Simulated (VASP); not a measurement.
Wanted: the native input for a VASP 6.6.1 run.

```yaml
Task: relaxation of cell and atoms
Functional: PBE
Potentials_or_basis: VASP PAW PBE potentials, release 64 (Hg, O)
Cutoff: 600 eV
k_mesh: 6 × 4 × 4
Occupations: gaussian, width 0.2 eV
Spin: no spin polarisation
Dipole_correction: no
Further_INCAR_settings: ALGO = Normal; EDIFF = 1e-07; IBRION = 2; EDIFFG = -0.025; NSW = 80; ISIF = 3
```

The structure of Hg2O lies in POSCAR:

```
Hg2O
1.0
   -3.6546373844      0.1745990470      0.0197492155
   -0.9015644944     -0.8970599342     -4.9697593141
   -0.5528435642     -7.2076008245      0.0082746171
Hg O
4 2
Direct
    0.7191533470      0.7981340087      0.8412428130
    0.7136332432      0.7849587688      0.3459266941
    0.0585001826      0.3864675138      0.5376565076
    0.0799583635      0.3789290977      0.0259962127
    0.5866658362      0.0749461055      0.6035387392
    0.5820117875      0.0799938056      0.1067596835
```

One way to write it, as run:

INCAR

```
SYSTEM = Hg2O
  PREC = Accurate
  ENCUT = 600
  EDIFF = 1E-7
  ISMEAR = 0
  SIGMA = 0.2
  LREAL = .FALSE.
  LASPH = .TRUE.
  NELM = 80
  ALGO = Normal
  ISIF = 3
  LWAVE = .FALSE.
  LCHARG = .FALSE.
  GGA = PE
  IBRION = 2
  NSW = 80
  EDIFFG = -0.025
```

KPOINTS

```
regular mesh
0
G
  6 4 4
  0 0 0
```

Potentials or basis: VASP PAW PBE potentials, release 64 (Hg, O).

Launch:

```bash
$ cat potpaw_PBE.64/Hg/POTCAR potpaw_PBE.64/O/POTCAR > POTCAR
$ mpirun -np 1 vasp_std > vasp.out
```

It gave:

| Property | Result |
| --- | --- |
| Relaxed volume | 22.47 Å³/atom |
| Relaxed cell | a = 3.632 Å, b = 5.225 Å, c = 7.268 Å, α = 81.66°, β = 87.62°, γ = 81.23° |
| Space group after relaxing (to 0.1 Å) | C2 (No. 5) |
| Energy gained by relaxing | 86.5 meV/atom |
| Ionic steps | 22 |
| Pressure after relaxing | 0.0 GPa |
| Largest force after relaxing | 0.020 eV/Å |
| Band gap on the k mesh | zero (bands 30 and 31 overlap by 0.64 eV) |

Caveat: semilocal functionals underestimate gaps, so a narrow gap can read as zero; spin-orbit coupling is left out, which moves the levels of the heavy elements.

Wall time 46 min on 1 thread of AMD EPYC 9R45 96-Core Processor (Zen 5) (shared host), peak memory 0.41 GiB.
